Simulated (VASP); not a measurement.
Here is a VASP 6.6.1 calculation.

File INCAR:

```
ALGO = Normal ; EDIFF = 1E-6
ENCUT = 520 ; GGA = PE
ISIF = 2 ; ISMEAR = -1
LASPH = True ; LCHARG = False
LREAL = False ; LWAVE = False
NBANDS = 24 ; NELM = 80
PREC = Accurate ; SIGMA = 0.05
```

KPOINTS

```
k-points
0
Gamma
  2 2 2
```

The input POSCAR:

```
Mg12H
1.0
    6.4200000000      0.0000000000      0.0000000000
   -4.8150000000      8.3398250000      0.0000000000
    0.0000000000      0.0000000000      5.2130400000
Mg H
12 1
Direct
   -0.0627469254     -0.0250125153      0.0239975139
    0.2081442105      0.2389378674      0.4802763838
   -0.0380789399      0.3072966159     -0.0343753357
    0.1282972250      0.5449155108      0.4863572886
   -0.0176017523      0.6727719107      0.0126413762
    0.1809308473      0.8861217112      0.4749627856
    0.4866245254     -0.0057675071     -0.0683094701
    0.6995609612      0.2214914582      0.4295957829
    0.5052206297      0.3425371635     -0.0171301199
    0.6645238739      0.5724700458      0.5368844283
    0.4805386197      0.6500016487     -0.0085554686
    0.6345937583      0.8635912624      0.5148051809
    0.3576806093      0.7670424739      0.2291177509
```

Potentials or basis: VASP PAW PBE potentials, release 64 (Mg, H).

Launch:

```sh
$ cat potpaw_PBE.64/Mg/POTCAR potpaw_PBE.64/H/POTCAR > POTCAR
$ mpirun -np 1 vasp_std > vasp.out
```

Problem. Predict the largest force.

Solution. 0.782 eV/Å.

Problem. What does it give for the pressure?

Solution. 0.9 GPa.

Forces on the atoms (eV/Å):
```
Mg   0.484  0.513 -0.338
Mg  -0.198 -0.308  0.169
Mg   0.471  0.458 -0.333
Mg   0.278  0.147  0.173
Mg   0.299 -0.207 -0.305
Mg  -0.312  0.126  0.172
Mg  -0.350  0.051  0.476
Mg  -0.428 -0.402  0.459
Mg   0.030 -0.322 -0.066
Mg   0.327 -0.375 -0.482
Mg  -0.449 -0.065  0.219
Mg   0.075  0.375 -0.226
H   -0.228  0.009  0.082
```

Caveat: the k points lie up to 0.60 Å⁻¹ apart.
